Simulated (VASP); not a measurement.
# Rb3Ag (P-6m2) in VASP: a series of runs, part 2 of 2

VASP 6.6.1.

**3. Single point, PBE**

INCAR reads:

```
SYSTEM = Rb3Ag
ALGO     = Fast           ! electronic algorithm
EDIFF    = 1E-7           ! SCF threshold, eV
ENCUT    = 520            ! plane-wave cutoff, eV
GGA      = PE             ! functional
ISIF     = 2              ! what is computed and relaxed
ISMEAR   = 0              ! smearing method
LASPH    = .True.         ! aspherical terms in the spheres
LCHARG   = .True.         ! write CHGCAR
LELF     = .True.         ! ELF
LREAL    = .False.        ! projectors in reciprocal space
LVHAR    = .True.       
LWAVE    = .False.        ! write WAVECAR
NBANDS   = 27             ! bands
NELM     = 60             ! most SCF steps
PREC     = Accurate       ! precision mode
SIGMA    = 0.1            ! smearing width, eV
```

KPOINTS reads:

```
k-points
0
Gamma
  12 12 4
  0 0 0
```

POSCAR reads:

```
Rb3Ag
1.0
    5.0149773839      0.0000000000      0.0000000000
   -2.5074886920      4.3430978139      0.0000000000
    0.0000000000      0.0000000000     12.9130901000
Rb Ag
3 1
Direct
    0.6666666667      0.3333333333      0.8279310000
    0.6666666667      0.3333333333      0.1720690000
    0.3333333333      0.6666666667      0.5000000000
    0.0000000000      0.0000000000      0.0000000000
```

Potentials or basis: VASP PAW PBE potentials, release 64 (Rb_sv, Ag).

Started as:

```sh
> cat potpaw_PBE.64/Rb_sv/POTCAR potpaw_PBE.64/Ag/POTCAR > POTCAR
> mpirun -np 1 vasp_std > vasp.out
```

Run time: 21 min. Hardware: 1 thread of Oxide Virtual Turin-like, shared host; peak memory 0.62 GiB.

It converged, with:

* Free energy: -5.2173 eV
* Pressure: 0.0 GPa
* Band gap on the k mesh: zero (bands 19 and 20 overlap by 1.69 eV)

Levels at points of the mesh, in eV from the Fermi level:
```csv
k point,band 15,band 16,band 17,band 18,band 19,band 20,band 21,band 22,band 23,band 24
"(0.00, 0.00, 0.00)",-4.15,-4.14,-4.14,-2.91,-1.38,-0.97,1.25,1.36,3.05,3.05
"(0.50, 0.00, 0.00)",-4.14,-4.11,-4.08,-1.60,-0.07,0.42,0.72,0.94,1.30,1.99
"(0.00, 0.00, 0.50)",-4.15,-4.14,-4.14,-2.88,-1.69,-0.14,0.06,2.56,2.62,3.03
"(0.50, 0.00, 0.50)",-4.14,-4.11,-4.08,-1.60,0.02,0.31,0.50,1.15,1.59,1.80
```

**4. Single point, PBE**

This run uses another cell than the first one: it holds 8 atoms, not 4.

INCAR reads:

```
PREC     = Accurate       # precision mode
ENCUT    = 520            # plane-wave cutoff, eV
EDIFF    = 1E-7           # SCF threshold, eV
ISMEAR   = 0              # smearing method
SIGMA    = 0.2            # smearing width, eV
LREAL    = False          # projectors in reciprocal space
LASPH    = True           # aspherical terms in the spheres
NELM     = 80             # most SCF steps
ALGO     = Fast           # electronic algorithm
ISIF     = 2              # what is computed and relaxed
LWAVE    = False          # write WAVECAR
LCHARG   = False          # write CHGCAR
GGA      = PE             # functional
NBANDS   = 48             # bands
```

KPOINTS reads:

```
Automatic mesh
0
Gamma
  4 4 2
```

POSCAR reads:

```
Rb3Ag
1.0
    2.5074886920     -4.3430978139      0.0000000000
   -7.5224660759     -4.3430978139      0.0000000000
    0.0000000000      0.0000000000    -12.9130901000
Rb Ag
6 2
Direct
    1.0000000000      0.6666666667      0.1720690000
    0.5000000000      0.1666666667      0.1720690000
    1.0000000000      0.6666666667      0.8279310000
    0.5000000000      0.1666666667      0.8279310000
    0.5000000000      0.8333333333      0.5000000000
    1.0000000000      0.3333333333      0.5000000000
    0.5000000000      0.5000000000      0.0000000000
    1.0000000000      1.0000000000      0.0000000000
```

Potentials or basis: VASP PAW PBE potentials, release 64 (Rb_sv, Ag).

Started as:

```sh
> cat potpaw_PBE.64/Rb_sv/POTCAR potpaw_PBE.64/Ag/POTCAR > POTCAR
> mpirun -np 1 vasp_std > vasp.out
```

OUTCAR:

```text
PREC = Accurate
   ENCUT = 520
   EDIFF = 1E-7
   ISMEAR = 0
   LREAL = False
   LASPH = True
   NELM = 80
   ISIF = 2
   GGA = PE

 ion  position               nearest neighbor table
   1  0.000  0.667  0.172-   8 3.65   7 3.65   7 3.65   3 4.44   2 5.01   2 5.01   2 5.01   2 5.01
                             5 5.13   5 5.13   6 5.13
   2  0.500  0.167  0.172-   7 3.65   8 3.65   8 3.65   4 4.44   1 5.01   1 5.01   1 5.01   1 5.01
[... 1149 lines left out ...]
  Total        0.1150739      0.1004470     -0.1960951      0.0126673      0.0000000      0.0000000
  in kB        0.3277620      0.2861006     -0.5585327      0.0360798      0.0000000      0.0000000
  external PRESSURE =       0.0184433 kB  Pullay stress =       0.0000000 kB

 VOLUME and BASIS-vectors are now :
 -----------------------------------------------------------------------------
  energy-cutoff  :      520.00
  volume of cell :      562.51
      direct lattice vectors                 reciprocal lattice vectors
     2.507488692 -4.343097814  0.000000000     0.099701347 -0.172687798  0.000000000
    -7.522466076 -4.343097814  0.000000000    -0.099701347 -0.057562599  0.000000000
     0.000000000  0.000000000-12.913090100     0.000000000  0.000000000 -0.077440798

 POSITION                                       TOTAL-FORCE (eV/Angst)
 -----------------------------------------------------------------------------------
     -5.01498     -2.89540     -2.22194        -0.000325     -0.000187      0.013099
     -0.00000     -2.89540     -2.22194        -0.000325     -0.000187      0.013099
     -5.01498     -2.89540    -10.69115        -0.000325     -0.000187     -0.013099
     -0.00000     -2.89540    -10.69115        -0.000325     -0.000187     -0.013099
     -5.01498     -5.79080     -6.45655        -0.000282     -0.000163     -0.000000
     -2.50749     -1.44770     -6.45655        -0.000282     -0.000163     -0.000000
     -2.50749     -4.34310      0.00000         0.000931      0.000537      0.000000
      0.00000      0.00000      0.00000         0.000931      0.000537      0.000000
 -----------------------------------------------------------------------------------
    total drift:                               -0.000008     -0.000005     -0.000000

  FREE ENERGIE OF THE ION-ELECTRON SYSTEM (eV)
  ---------------------------------------------------
  free  energy   TOTEN  =       -10.4521627533 eV

  energy  without entropy=      -10.3167206506  energy(sigma->0) =      -10.38444170
```

OSZICAR:

```text
N       E                     dE             d eps       ncg     rms          rms(c)
DAV:   1     0.546751029437E+03    0.54675E+03   -0.29926E+04  1728   0.126E+03
DAV:   2     0.470493666489E+02   -0.49970E+03   -0.48836E+03  2280   0.269E+02
DAV:   3    -0.894389761200E+01   -0.55993E+02   -0.55675E+02  2288   0.827E+01
[... 19 lines left out ...]
RMM:  23    -0.104521621900E+02   -0.20037E-06   -0.19174E-06  1545   0.157E-03    0.205E-03
RMM:  24    -0.104521623212E+02   -0.13119E-06   -0.15066E-06  1242   0.125E-03    0.206E-03
RMM:  25    -0.104521624126E+02   -0.91443E-07   -0.12597E-06  1164   0.108E-03    0.210E-03
RMM:  26    -0.104521625956E+02   -0.18302E-06   -0.11048E-06  1414   0.116E-03    0.220E-03
RMM:  27    -0.104521626959E+02   -0.10025E-06   -0.97728E-07  1157   0.123E-03    0.160E-03
RMM:  28    -0.104521627533E+02   -0.57374E-07   -0.86953E-07   997   0.818E-04
   1 F= -.10452163E+02 E0= -.10384442E+02  d E =-.135442E+00
```

It took 33 min on 1 thread of Oxide Virtual Turin-like, shared host; peak memory 0.77 GiB.

Results:

```yaml
Free_energy: -10.4522 eV
Pressure: 0.0 GPa
Largest_force: 0.013 eV/Å
Band_gap_on_the_k_mesh: zero (bands 38 and 39 overlap by 0.60 eV)
```

Forces in eV/Å, atoms in the order of the input:
```
Rb   0.000  0.000  0.013
Rb   0.000  0.000  0.013
Rb   0.000  0.000 -0.013
Rb   0.000  0.000 -0.013
Rb   0.000  0.000  0.000
Rb   0.000  0.000  0.000
Ag   0.001  0.001  0.000
Ag   0.001  0.001  0.000
```

**5. Overview**

```tsv
cell	k mesh	smearing	gap on the mesh (eV)	pressure (GPa)	largest force (eV/Å)
a = 5.015, b = 5.015, c = 12.913 Å, angles 90.0, 90.0, 120.0°, 4 atoms, atomic positions A	6 × 6 × 2	gaussian 0.1 eV	none	0.0	0.01
a = 5.015, b = 5.015, c = 12.913 Å, angles 90.0, 90.0, 120.0°, 4 atoms, atomic positions A	12 × 12 × 4	gaussian 0.1 eV	none	0.0	-
a = 5.015, b = 8.686, c = 12.913 Å, 8 atoms, atomic positions B	4 × 4 × 2	gaussian 0.2 eV	none	0.0	0.01
```

Alike in all rows: task single point; level PBE; potentials or basis VASP PAW PBE potentials, release 64 (Rb_sv, Ag); no spin polarisation; cutoff (eV) 520.

Absolute energies hang on the potentials; compare differences alone.
